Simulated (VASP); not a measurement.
Write the native input for VASP 6.6.1 that does the following.

| Property | Result |
| --- | --- |
| Task | single point |
| Functional | LDA |
| Potentials or basis | VASP PAW LDA potentials, release 64 (Si, O) |
| Cutoff | 520 eV |
| k mesh | 6 × 6 × 10 |
| Occupations | gaussian, width 0.05 eV |
| Spin | no spin polarisation |
| Dipole correction | no |
| Further INCAR settings | ALGO = Normal; EDIFF = 1e-06; NBANDS = 25 |

The structure of SiO2 lies in POSCAR:

```
SiO2
1.0
    3.9582500714      0.0000000000      0.0000000000
    0.0000000000      3.9582500714      0.0000000000
    0.0000000000      0.0000000000      2.9326674779
Si O
2 4
Direct
    0.5000000000      0.5000000000      0.5000000000
    0.0000000000      0.0000000000      0.0000000000
    0.6944252994      0.6944252994      0.0000000000
    0.1944252994      0.8055747006      0.5000000000
    0.3055747006      0.3055747006      0.0000000000
    0.8055747006      0.1944252994      0.5000000000
```

One way to write it, as run:

INCAR

```
SYSTEM = SiO2
ALGO = Normal
EDIFF = 1E-6
ENCUT = 520
GGA = CA
ISIF = 2
ISMEAR = 0
LASPH = .TRUE.
LCHARG = .TRUE.
LELF = .TRUE.
LREAL = .FALSE.
LVHAR = .TRUE.
LWAVE = .FALSE.
NBANDS = 25
NELM = 80
PREC = Accurate
SIGMA = 0.05
```

KPOINTS

```
k-points
0
G
  6 6 10
  0 0 0
```

Potentials or basis: VASP PAW LDA potentials, release 64 (Si, O).

The run is started by

```console
$ cat potpaw_LDA.64/Si/POTCAR potpaw_LDA.64/O/POTCAR > POTCAR
$ mpirun -np 1 vasp_std > vasp.out
```

It gave:

* Pressure: -0.6 GPa
* Largest force: 0.625 eV/Å
* Band gap on the k mesh: 4.83 eV

Wall time 79 s on 1 thread of Intel Xeon 8259CL, with other jobs on the host, peak memory 0.17 GiB.
